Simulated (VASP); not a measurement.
Runs of VASP 6.6.1 on NbH. The structure is that of space group I4/mmm (No. 139), or close to it. The cells are those of the table. 

| cell | gap on the mesh (eV) | pressure (GPa) |
| --- | --- | --- |
| a = 2.913 Å, angles 115.6, 115.6, 97.7°, 2 atoms | none | (a) |
| a = 2.992 Å, angles 115.6, 115.6, 97.7°, 2 atoms | none | 0.9 |
| a = 3.066 Å, angles 115.6, 115.6, 97.7°, 2 atoms | none | -12.0 |
| a = 3.017 Å, angles 115.6, 115.6, 97.7°, 2 atoms | none | -4.0 |
| a = 3.114 Å, angles 115.6, 115.6, 97.7°, 2 atoms | none | -18.3 |
| a = 3.042 Å, angles 115.6, 115.6, 97.7°, 2 atoms | none | -8.3 |
| a = 3.091 Å, angles 115.6, 115.6, 97.7°, 2 atoms | none | -15.4 |
| a = 2.966 Å, angles 115.6, 115.6, 97.7°, 2 atoms | none | (b) |

Alike in all rows: task single point; level r2SCAN; potentials or basis VASP PAW PBE potentials, release 64 (Nb_sv, H); no spin polarisation; k mesh 10 × 10 × 10; cutoff (eV) 520; smearing fermi-dirac 0.1 eV.

**Question.** Fill in the values left out.

**Answer.** (a) 19.9; (b) 6.4.

Caveats: the PAW data sets were made with another functional, which shifts forces and pressure a little; the cell stands under tension (at least some runs); the cell stands under pressure (at least some runs).

A k mesh can miss the band edges, and the runs leave out spin-orbit coupling on Nb.

A gap of «none» marks levels without a gap at the run's occupations.
